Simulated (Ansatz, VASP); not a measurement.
## One calculation of Be3Pd2S, two programs

INCAR

```
  ALGO = Normal
  EDIFF = 1E-6
  EDIFFG = -0.04
  ENCUT = 600
  GGA = PE
  IBRION = 2
  ISIF = 3
  ISMEAR = 0
  LASPH = T
  LCHARG = F
  LREAL = F
  LWAVE = F
  NELM = 80
  NSW = 90
  PREC = Accurate
  SIGMA = 0.1
```

KPOINTS

```
k-points
0
Gamma
  6 6 6
```

File POSCAR:

```
Be3Pd2S
1.0
    2.4259068700      1.4005979900      3.8391385600
   -2.4259068700      1.4005979900      3.8391385600
    0.0000000000     -2.8011959700      3.8391385600
Be Pd S
3 2 1
Direct
    0.0000000000      0.5000000000      0.0000000000
    0.5000000000      0.0000000000      0.0000000000
    0.0000000000      0.0000000000      0.5000000000
    0.6237660100      0.6237660100      0.6237660100
    0.3762339900      0.3762339900      0.3762339900
    0.0000000000      0.0000000000      0.0000000000
```

Input for Ansatz:

```yaml
crystal:
  lattice:
    - [2.42590687, 1.40059799, 3.83913856]
    - [-2.42590687, 1.40059799, 3.83913856]
    - [0.0, -2.80119597, 3.83913856]
  atoms:
    - { symbol: Be, position: [0.0, 0.5, 0.0] }
    - { symbol: Be, position: [0.5, 0.0, 0.0] }
    - { symbol: Be, position: [0.0, 0.0, 0.5] }
    - { symbol: Pd, position: [0.62376601, 0.62376601, 0.62376601] }
    - { symbol: Pd, position: [0.37623399, 0.37623399, 0.37623399] }
    - { symbol: S, position: [0.0, 0.0, 0.0] }
basis:
  ecutwfc: 420
kpoints:
  mp_grid: { grid: [6, 6, 6] }
hamiltonian:
  xc: pbe
scf:
  occupations: { method: gaussian, width: 0.1 }
  lower_state_search: "off"
output:
  forces: true
  stress: true
  eigenvalues: true
relax:
  adjacent_minimum: "off"
  f_tol: 0.04
  max_steps: 70
  cell: { stress_tol: 0.4 }
```

Change from the starting cell: species swapped into the Er2Al3Cu type (R-3m, No. 166).

Alike in both runs: task relaxation of cell and atoms; functional PBE; k mesh 6 × 6 × 6; occupations gaussian, width 0.1 eV; no spin polarisation.

|  | VASP | Ansatz |
| --- | --- | --- |
| version | VASP 6.6.1 | Ansatz 0.2.0 |
| potentials or method | VASP PAW PBE potentials, release 64 (Be, Pd, S), cutoff 600 eV | scalar-relativistic, plane waves, PAW |
| valence electrons in the cell | 32 | 48 |

```csv
,VASP,Ansatz,Ansatz less VASP
"gap on the k mesh at the Fermi level, each at its own relaxed structure (eV)",none,none,-
relaxed volume (Å³/atom),11.52,11.52,-0.004
relaxed cell length with the largest relative difference (Å),4.479,4.474,-0.0050
```

A gap of «none» marks a metal or a gap that the smearing closes. VASP's potentials hold 32 valence electrons a cell and Ansatz's 48, so a difference there can come from the potentials and not from the codes.
